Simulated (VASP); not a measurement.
**SnO2: single point with LDA**

Crystal: SnO2.

```
Sn O
1.0
     5.25073    0.00000    0.00000
     0.00000    4.65465    0.00000
     0.00000    0.00000    3.14432
Sn O
2 4
Direct
  0.50000 0.50000 0.50000
  0.00000 0.00000 0.00000
  0.31812 0.29729 0.00000
  0.81812 0.20271 0.50000
  0.18188 0.79729 0.50000
  0.68188 0.70271 0.00000
```

```json
{
  "Program": "VASP 6.6.1",
  "Task": "single point",
  "Functional": "LDA",
  "Potentials or basis": "VASP PAW LDA potentials, release 64 (Sn_d, O)",
  "Cutoff": "520 eV",
  "k mesh": "6 × 6 × 10",
  "Occupations": "gaussian, width 0.05 eV",
  "Spin": "no spin polarisation",
  "Dipole correction": "no",
  "Further INCAR settings": "ALGO = Normal; EDIFF = 1e-06; NBANDS = 35"
}
```

```json
{"Pressure": "-10.4 GPa", "Largest force": "0.047 eV/Å", "Band gap on the k mesh": "0.76 eV, direct"}
```

Forces on the atoms (eV/Å):
```
Sn   0.000  0.000  0.000
Sn   0.000  0.000  0.000
O   -0.033 -0.033  0.000
O   -0.033  0.033  0.000
O    0.033 -0.033  0.000
O    0.033  0.033  0.000
```

Stress tensor (GPa, compression positive):
```
-18.23   0.00   0.00
  0.00  -8.34   0.00
  0.00   0.00  -4.65
```

Levels at points of the mesh, in eV from the valence-band top:
```tsv
k point	band 23	band 24	band 25	band 26	band 27	band 28	band 29	band 30
(0.00, 0.00, 0.00)	-0.91	-0.88	-0.41	0.00	0.76	5.75	5.87	6.60
(0.50, 0.00, 0.00)	-0.93	-0.93	-0.43	-0.43	3.72	3.72	7.10	7.10
(0.00, 0.50, 0.00)	-1.03	-1.03	-0.66	-0.66	3.67	3.67	6.73	6.73
(0.50, 0.50, 0.00)	-1.08	-1.08	-0.76	-0.76	4.15	4.15	7.02	7.02
(0.00, 0.00, 0.50)	-1.36	-1.36	-1.02	-1.02	5.35	5.35	8.89	8.89
(0.50, 0.00, 0.50)	-1.13	-1.13	-0.77	-0.77	5.47	5.47	6.91	6.91
(0.00, 0.50, 0.50)	-0.68	-0.68	-0.67	-0.67	5.61	5.61	7.09	7.09
(0.50, 0.50, 0.50)	-0.85	-0.85	-0.70	-0.70	4.20	4.20	7.90	7.90
```

Run time: 4.6 min on 1 thread of AMD EPYC 7R43 64-Core Processor (Zen 3), on a shared host, peak memory 0.26 GiB.

Caveat: spin-orbit coupling is left out, which moves the levels of the heavy elements. A hybrid or GW would open this gap; LDA tends to underestimate it.
